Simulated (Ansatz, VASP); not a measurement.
**Two plane-wave programs on BaTiO3**

The input POSCAR:

```
BaTiO3
1.0
    2.8400536833      1.6397057586      2.3314328269
   -2.8400536833      1.6397057586      2.3314328269
    0.0000000000     -3.2794115171      2.3314328269
Ba Ti O
1 1 3
Direct
    0.0027851043      0.0027851043      0.0027851043
    0.5162478494      0.5162478494      0.5162478494
    0.5040510138      0.5040510138      0.9944570972
    0.4897536543      0.9801597377      0.4897536543
    0.9801597377      0.4897536543      0.4897536543
```

File INCAR.step1:

```
SYSTEM = BaTiO3
ALGO = Normal ; EDIFF = 1E-4
ENCUT = 520 ; GGA = PE
ISMEAR = 0 ; LASPH = .TRUE.
LCHARG = .FALSE. ; LREAL = .FALSE.
LWAVE = .TRUE. ; NBANDS = 28
NELM = 60 ; PREC = Accurate
SIGMA = 0.05
```

Contents of INCAR.step2:

```
SYSTEM = BaTiO3
ALGO = Normal ; EDIFF = 1E-6
ENCUT = 520 ; ISIF = 2
ISMEAR = 0 ; ISTART = 1
LASPH = .TRUE. ; LCHARG = .FALSE.
LMIXTAU = .TRUE. ; LREAL = .FALSE.
LWAVE = .FALSE. ; METAGGA = R2SCAN
NBANDS = 28 ; NELM = 60
PREC = Accurate ; SIGMA = 0.05
```

File KPOINTS:

```
k-points
0
G
  6 6 6
  0 0 0
```

Input for Ansatz:

```yaml
crystal:
  lattice:
    - [2.8400536833, 1.6397057586, 2.3314328269]
    - [-2.8400536833, 1.6397057586, 2.3314328269]
    - [0.0, -3.2794115171, 2.3314328269]
  atoms:
    - { symbol: Ba, position: [0.0027851043, 0.0027851043, 0.0027851043] }
    - { symbol: Ti, position: [0.5162478494, 0.5162478494, 0.5162478494] }
    - { symbol: O, position: [0.5040510138, 0.5040510138, 0.9944570972] }
    - { symbol: O, position: [0.4897536543, 0.9801597377, 0.4897536543] }
    - { symbol: O, position: [0.9801597377, 0.4897536543, 0.4897536543] }
basis:
  ecutwfc: 500
kpoints:
  mp_grid: { grid: [6, 6, 6] }
hamiltonian:
  xc: r2scan
scf:
  occupations: { method: gaussian, width: 0.05 }
output:
  forces: true
  stress: true
  eigenvalues: true
  write_density: true
  write_potential: true
  elf: true
  volumetric_format: npy
```

Alike in both runs: task single point; functional r2SCAN; k mesh 6 × 6 × 6; occupations gaussian, width 0.05 eV; no spin polarisation.

|  | VASP | Ansatz |
| --- | --- | --- |
| version | VASP 6.6.1 | Ansatz 0.2.0 |
| potentials or method | VASP PAW PBE potentials, release 64 (Ba_sv, Ti_sv, O), cutoff 520 eV | scalar-relativistic, plane waves, PAW |
| valence electrons in the cell | 40 | 40 |

```tsv
	VASP	Ansatz	Ansatz less VASP
gap on the k mesh at the Fermi level (eV)	2.57	2.60	+0.025
least direct gap on the mesh (eV)	2.93	2.92	-0.016
pressure (GPa)	1.2	-0.7	-1.91
traceless stress, the component that is largest in VASP (GPa)	0.60	0.51	-0.089
rms of the force components (eV/Å)	0.217	0.215	-0.0020
```

VASP's potentials were made for PBE, not for r2SCAN. Atom by atom the forces differ by 0.060 eV/Å (rms over components).

Spin-orbit coupling is off throughout.
